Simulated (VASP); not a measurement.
Write the native input for VASP 6.6.1 that does the following.

* Task: single point
* Functional: PBE
* Dispersion: D3(BJ)
* Potentials or basis: VASP PAW PBE potentials, release 64 (B, N)
* Cutoff: 520 eV
* k mesh: 10 × 10 × 3
* Occupations: gaussian, width 0.05 eV
* Spin: no spin polarisation
* Dipole correction: no
* Further INCAR settings: ALGO = Normal; EDIFF = 1e-06; NBANDS = 21

The structure of BN lies in POSCAR:

```
BN
1.0
   -1.2530569071     -2.1703582278      0.0000000000
    1.2530569071     -2.1703582278      0.0000000000
    0.0000000000      0.0000000000      9.7346513545
B N
3 3
Direct
    1.0000000000      1.0000000000      0.5078542538
    0.3333333333      0.3333333333      0.8463238779
    0.6666666667      0.6666666667      0.1693846297
    1.0000000000      1.0000000000      0.8460239042
    0.3333333333      0.3333333333      0.1690846560
    0.6666666667      0.6666666667      0.5075542801
```

The input as run:

INCAR

```
SYSTEM = BN
PREC     = Accurate       ! precision mode
ENCUT    = 520            ! plane-wave cutoff, eV
EDIFF    = 1E-6           ! SCF threshold, eV
ISMEAR   = 0              ! smearing method
SIGMA    = 0.05           ! smearing width, eV
LREAL    = .False.        ! projectors in reciprocal space
LASPH    = .True.         ! aspherical terms in the spheres
NELM     = 80             ! most SCF steps
ALGO     = Normal         ! electronic algorithm
ISIF     = 2              ! what is computed and relaxed
LWAVE    = .False.        ! write WAVECAR
LCHARG   = .True.         ! write CHGCAR
GGA      = PE             ! functional
IVDW     = 12             ! dispersion correction
LELF     = .True.         ! ELF
LVHAR    = .True.       
NBANDS   = 21             ! bands
```

KPOINTS

```
regular mesh
0
Gamma
  10 10 3
  0 0 0
```

Potentials or basis: VASP PAW PBE potentials, release 64 (B, N).

Command:

```sh
$ cat potpaw_PBE.64/B/POTCAR potpaw_PBE.64/N/POTCAR > POTCAR
$ mpirun -np 1 vasp_std > vasp.out
```

Results of the run:

- Pressure: 0.2 GPa
- Largest force: 0.049 eV/Å
- Band gap on the k mesh: 4.12 eV
- Dispersion energy per atom: -0.145 eV

Wall time 23 s on 1 thread of Intel(R) Xeon(R) Platinum 8559C (Emerald Rapids), with other jobs on the host, peak memory 0.19 GiB.
